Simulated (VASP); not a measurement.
# CdSiN2 (P-4m2) in VASP: single point with PBE

Aim: the single point of CdSiN2 with PBE.

All numbers are computed with VASP 6.6.1; they aren't measurements. Logs are shortened: lines on timing, memory, paths and dates and some standing lists are left out, and cuts for length are marked.

## Step 1: The cell of the first run

Symmetry: P-4m2, No. 115, tetragonal system. The conventional cell has a = 3.113 Å, b = 3.113 Å, c = 10.416 Å, α = 90.00°, β = 90.00°, γ = 90.00°. Within 2.8 Å of Cd (site symmetry 2mm) lie 4 N at 2.12 to 2.48 Å. Within 2.8 Å of N (site symmetry -4m2) lie 4 Cd at 2.12 Å. Within 2.3 Å of N (site symmetry 2mm) lie 2 Si at 1.73 Å. Within 2.5 Å of N (site symmetry -4m2) lie 4 Si at 1.90 Å. Within 2.3 Å of Si (site symmetry 2mm) lie 4 N at 1.73 to 1.90 Å.

## Step 2: Single point, PBE

INCAR reads:

```
SYSTEM = CdSiN2
ALGO = Normal ; EDIFF = 1E-6
ENCUT = 700 ; GGA = PE
GGA_COMPAT = .False. ; ISIF = 2
ISMEAR = -1 ; LASPH = .True.
LCHARG = .True. ; LELF = .True.
LREAL = .False. ; LVHAR = .True.
LWAVE = .False. ; NBANDS = 44
NELM = 120 ; PREC = Accurate
SIGMA = 0.02
```

KPOINTS reads:

```
k-points
0
Gamma
  6 6 2
  0 0 0
```

POSCAR reads:

```
CdSiN2
1.0
    3.1134437739      0.0000000000      0.0000000000
    0.0000000000      3.1134437739      0.0000000000
    0.0000000000      0.0000000000     10.4155514210
Cd N Si
2 4 2
Direct
    0.5000000000      0.0000000000      0.8612896092
    0.0000000000      0.5000000000      0.1387103908
    0.5000000000      0.5000000000      0.0000000000
    0.0000000000      0.0000000000      0.3241738653
    0.5000000000      0.5000000000      0.5000000000
    0.0000000000      0.0000000000      0.6758261347
    0.5000000000      0.0000000000      0.3956506726
    0.0000000000      0.5000000000      0.6043493274
```

Potentials or basis: VASP PAW PBE potentials, release 64 (Cd_sv_GW, N, Si).

The run is started by

```sh
$ cat potpaw_PBE.64/Cd_sv_GW/POTCAR potpaw_PBE.64/N/POTCAR potpaw_PBE.64/Si/POTCAR > POTCAR
$ mpirun -np 1 vasp_std > vasp.out
```

OUTCAR:

```text
SYSTEM = CdSiN2
   EDIFF = 1E-6
   ENCUT = 700
   GGA = PE
   ISIF = 2
   ISMEAR = -1
   LASPH = .True.
   LREAL = .False.
   NELM = 120
   PREC = Accurate

 ion  position               nearest neighbor table
   1  0.500  0.000  0.861-   3 2.12   3 2.12
   2  0.000  0.500  0.139-   3 2.12   3 2.12
   3  0.500  0.500  0.000-   1 2.12   2 2.12   1 2.12   2 2.12
   4  0.000  0.000  0.324-   7 1.73   7 1.73
   5  0.500  0.500  0.500-   7 1.90   8 1.90   7 1.90   8 1.90
   6  0.000  0.000  0.676-   8 1.73   8 1.73
   7  0.500  0.000  0.396-   4 1.73   4 1.73   5 1.90   5 1.90   8 3.09   8 3.09   8 3.09   8 3.09

   8  0.000  0.500  0.604-   6 1.73   6 1.73   5 1.90   5 1.90   7 3.09   7 3.09   7 3.09   7 3.09

  LATTYP: Found a simple tetragonal cell.
 ALAT       =     3.1134437739
 C/A-ratio  =     3.3453475243

  Lattice vectors:

 A1 = (   3.1134437739,   0.0000000000,   0.0000000000)
 A2 = (   0.0000000000,   3.1134437739,   0.0000000000)
 A3 = (   0.0000000000,   0.0000000000,  10.4155514210)

Analysis of symmetry for initial positions (statically):
=====================================================================
 Subroutine PRICEL returns:
 Original cell was already a primitive cell.

 Routine SETGRP: Setting up the symmetry group for a
 simple tetragonal supercell.

 Subroutine GETGRP returns: Found  8 space group operations
 (whereof  8 operations were pure point group operations)
 out of a pool of 16 trial point group operations.

The static configuration has the point symmetry D_2d.

Analysis of symmetry for dynamics (positions and initial velocities):
=====================================================================
 Subroutine PRICEL returns:
 Original cell was already a primitive cell.

 Routine SETGRP: Setting up the symmetry group for a
 simple tetragonal supercell.

 Subroutine GETGRP returns: Found  8 space group operations
 (whereof  8 operations were pure point group operations)
 out of a pool of 16 trial point group operations.

The dynamic configuration has the point symmetry D_2d.

 Subroutine INISYM returns: Found  8 space group operations
 (whereof  8 operations are pure point group operations),
 and found     1 'primitive' translations

----------------------------------------------------------------------------------------

                                     Primitive cell

  volume of cell :     100.9635

  direct lattice vectors                    reciprocal lattice vectors
     3.113443774  0.000000000  0.000000000     0.321187750  0.000000000  0.000000000
     0.000000000  3.113443774  0.000000000     0.000000000  0.321187750  0.000000000
     0.000000000  0.000000000 10.415551421     0.000000000  0.000000000  0.096010279

  length of vectors
     3.113443774  3.113443774 10.415551421     0.321187750  0.321187750  0.096010279

  position of ions in fractional coordinates (direct lattice)
     0.500000000  0.000000000  0.861289609
     0.000000000  0.500000000  0.138710391
     0.500000000  0.500000000  0.000000000
     0.000000000  0.000000000  0.324173865
     0.500000000  0.500000000  0.500000000
     0.000000000  0.000000000  0.675826135
     0.500000000  0.000000000  0.395650673
     0.000000000  0.500000000  0.604349327

  ion indices of the primitive-cell ions
   primitive index   ion index
                 1           1
                 2           2
                 3           3
                 4           4
                 5           5
                 6           6
                 7           7
                 8           8

----------------------------------------------------------------------------------------

 KPOINTS: k-points

Automatic generation of k-mesh.
 Grid dimensions read from file:
 generate k-points for:    6    6    2

 Generating k-lattice:

  Cartesian coordinates                     Fractional coordinates (reciprocal lattice)
     0.053531292  0.000000000  0.000000000     0.166666667  0.000000000  0.000000000
     0.000000000  0.053531292  0.000000000     0.000000000  0.166666667  0.000000000
     0.000000000  0.000000000  0.048005140     0.000000000  0.000000000  0.500000000

  Length of vectors
     0.053531292  0.053531292  0.048005140

  Shift w.r.t. Gamma in fractional coordinates (k-lattice)
     0.000000000  0.000000000  0.000000000

 Subroutine IBZKPT returns following result:
 ===========================================

 Found     20 irreducible k-points:

 Following reciprocal coordinates:
            Coordinates               Weight
  0.000000  0.000000  0.000000      1.000000
  0.166667  0.000000  0.000000      4.000000
  0.333333  0.000000  0.000000      4.000000
  0.500000  0.000000  0.000000      2.000000
  0.166667  0.166667  0.000000      4.000000
  0.333333  0.166667  0.000000      8.000000
[... 12 lines left out ...]
  0.500000  0.333333  0.500000      4.000000
  0.500000  0.500000  0.500000      1.000000
   k-points           NKPTS =     20   k-points in BZ     NKDIM =     20   number of bands    NBANDS=     44
   number of dos      NEDOS =    301   number of ions     NIONS =      8
   total plane-waves  NPLWV =  70560
   dimension x,y,z NGX =    28 NGY =   28 NGZ =   90
   dimension x,y,z NGXF=    56 NGYF=   56 NGZF=  180
   ions per type =               2   4   2
   NGX,Y,Z   is equivalent  to a cutoff of  14.95, 14.95, 14.37 a.u.
   NGXF,Y,Z  is equivalent  to a cutoff of  29.90, 29.90, 28.73 a.u.
 SYSTEM =  CdSiN2
   PREC   = accura    normal or accurate (medium, high low for compatibility)
   ISTART =      0    job   : 0-new  1-cont  2-samecut
   ICHARG =      2    charge: 1-file 2-atom 10-const
   ISPIN  =      1    spin polarized calculation?
   LNONCOLLINEAR =      F non collinear calculations
   LSORBIT =      F    spin-orbit coupling
   LASPH  =      T    aspherical Exc in radial PAW
   ENCUT  =  700.0 eV  51.45 Ry    7.17 a.u.   6.72  6.72 22.47*2*pi/ulx,y,z
   NELM   =    120;   NELMIN=  2; NELMDL= -5     # of ELM steps
   EDIFF  = 0.1E-05   stopping-criterion for ELM
   LREAL  =      F    real-space projection
   EDIFFG = 0.1E-04   stopping-criterion for IOM
   NSW    =      0    number of steps for IOM
   IBRION =     -1    ionic relax: 0-MD 1-quasi-New 2-CG
   NFREE  =      0    steps in history (QN), initial steepest desc. (CG)
   ISIF   =      2    stress and relaxation
   ISYM   =      2    0-nonsym 1-usesym 2-fastsym
   POTIM  = 0.5000    time-step for ionic-motion
   TEBEG  =    0.0;   TEEND  =   0.0 temperature during run
   PSTRESS=    0.0 pullay stress
   NELECT =      68.0000    total number of electrons
   NUPDOWN=      -1.0000    fix difference up-down
   EMIN   =  10.00;   EMAX   =-10.00  energy-range for DOS
   EFERMI =   0.00;   METHOD = LEGACY
   ISMEAR =    -1;   SIGMA  =   0.02  broadening in eV -4-tet -1-fermi 0-gaus
   EFERMI_NEDOS =   21; number of points for ismear=-14 and -15
   IALGO  =     38    algorithm
   IMIX   =      4    mixing-type and parameters
     AMIX     =   0.40;   BMIX     =  1.00
     AMIX_MAG =   1.60;   BMIX_MAG =  1.00
  volume/ion in A,a.u.               =      12.62        85.17
  Fermi-wavevector in a.u.,A,eV,Ry     =   1.435015  2.711785 28.018033  2.059267
  Thomas-Fermi vector in A             =   2.554360
   LORBIT       =      0    0 simple, 1 ext, 2 COOP (PROOUT), +10 PAW based schemes
   GGA     = PE    functional components
   LHFCALC =     F    Hartree Fock is set to
   AEXX    =    0.0000 exact exchange contribution
   IVDW    =     0    specifies the selected vdW correction
   LEPSILON=     F    determine dielectric tensor
   LRPA    =     F    only Hartree local field effects (RPA)
 non-spin polarized calculation
  energy-cutoff  :      700.00
  volume of cell :      100.96
 maximum number of plane-waves:      4273
 NGX is ok and might be reduce to    28
   NGX = 13   NGY = 13   NGZ = 45

 number of electron      67.9999998 magnetization

 Free energy of the ion-electron system (eV)
  ---------------------------------------------------
  ext. energy  EPLUGINS =         0.00000000
  ---------------------------------------------------
  free energy    TOTEN  =       -46.68440127 eV

  energy without entropy =      -46.67963423  energy(sigma->0) =      -46.68201775

 E-fermi :   8.0291     XC(G=0): -11.1959

 val. band max:        8.0244968168   @ k =   0.0000   0.0000   0.0000
 cond. band min:       8.0523411480   @ k =   0.5000   0.5000   0.0000
 fundamental gap:      0.0278443312
 Fermi energy:         8.0291040965

 k-point     1 :       0.0000    0.0000    0.0000
  band No.  band energies     occupation
      1     -94.7280      2.00000
      2     -94.7279      2.00000
      3     -55.8508      2.00000
      4     -55.8508      2.00000
      5     -55.7840      2.00000
      6     -55.7840      2.00000
[... 36 lines left out ...]
     43      15.2026      0.00000
     44      15.6610      0.00000

 k-point     2 :       0.1667    0.0000    0.0000
  band No.  band energies     occupation
      1     -94.7278      2.00000
      2     -94.7276      2.00000
      3     -55.8558      2.00000
      4     -55.8504      2.00000
      5     -55.7894      2.00000
      6     -55.7837      2.00000
[... 36 lines left out ...]
     43      14.9130      0.00000
     44      14.9972      0.00000

 k-point     3 :       0.3333    0.0000    0.0000
  band No.  band energies     occupation
      1     -94.7272      2.00000
      2     -94.7271      2.00000
      3     -55.8659      2.00000
      4     -55.8497      2.00000
      5     -55.8002      2.00000
      6     -55.7830      2.00000
[... 788 lines left out ...]
     43      13.9003      0.00000
     44      13.9168      0.00000

 k-point    20 :       0.5000    0.5000    0.5000
  band No.  band energies     occupation
      1     -94.7259      2.00000
      2     -94.7259      2.00000
      3     -55.8698      2.00000
      4     -55.8689      2.00000
      5     -55.8047      2.00000
      6     -55.8033      2.00000
[... 36 lines left out ...]
     43      13.6414      0.00000
     44      14.8081      0.00000

------------------------ aborting loop because EDIFF is reached ----------------------------------------

  FORCE on cell =-STRESS in cart. coord.  units (eV):
  Direction    XX          YY          ZZ          XY          YZ          ZX
  --------------------------------------------------------------------------------------
  -------------------------------------------------------------------------------------
  Total       -0.1032153     -0.1032153      0.0588266      0.0000000      0.0000000      0.0000000
  in kB       -1.6379113     -1.6379113      0.9335118      0.0000000      0.0000000      0.0000000
  external PRESSURE =      -0.7807703 kB  Pullay stress =       0.0000000 kB

 VOLUME and BASIS-vectors are now :
 -----------------------------------------------------------------------------
  energy-cutoff  :      700.00
  volume of cell :      100.96
      direct lattice vectors                 reciprocal lattice vectors
     3.113443774  0.000000000  0.000000000     0.321187750  0.000000000  0.000000000
     0.000000000  3.113443774  0.000000000     0.000000000  0.321187750  0.000000000
     0.000000000  0.000000000 10.415551421     0.000000000  0.000000000  0.096010279

 POSITION                                       TOTAL-FORCE (eV/Angst)
 -----------------------------------------------------------------------------------
      1.55672      0.00000      8.97081         0.000000     -0.000000     -0.051319
      0.00000      1.55672      1.44475         0.000000     -0.000000      0.051319
      1.55672      1.55672      0.00000         0.000000      0.000000      0.000000
      0.00000      0.00000      3.37645         0.000000     -0.000000     -0.008001
      1.55672      1.55672      5.20778         0.000000     -0.000000      0.000000
      0.00000      0.00000      7.03910         0.000000     -0.000000      0.008001
      1.55672      0.00000      4.12092         0.000000     -0.000000      0.007407
      0.00000      1.55672      6.29463        -0.000000      0.000000     -0.007407
 -----------------------------------------------------------------------------------
    total drift:                                0.000000      0.000000      0.000000

  FREE ENERGIE OF THE ION-ELECTRON SYSTEM (eV)
  ---------------------------------------------------
  free  energy   TOTEN  =       -46.6844012674 eV

  energy  without entropy=      -46.6796342290  energy(sigma->0) =      -46.68201775
```

Wall time 3.1 min (1 thread of Intel Xeon Platinum 8259CL at 2.50GHz (Skylake/Cascade Lake), shared host); peak memory 0.33 GiB.

Results:

```
Free energy            : -46.6844 eV
Pressure               : -0.1 GPa
Largest force          : 0.051 eV/Å
Band gap on the k mesh : zero (bands 34 and 35 overlap by 0.38 eV)
```

Forces on the atoms (eV/Å):
```
Cd   0.000  0.000 -0.051
Cd   0.000  0.000  0.051
N    0.000  0.000  0.000
N    0.000  0.000 -0.008
N    0.000  0.000  0.000
N    0.000  0.000  0.008
Si   0.000  0.000  0.007
Si   0.000  0.000 -0.007
```

Caveat: semilocal functionals underestimate gaps, and a narrow one can read as zero.

The gap in the log of VASP goes by the Fermi energy; the results here count the filled bands.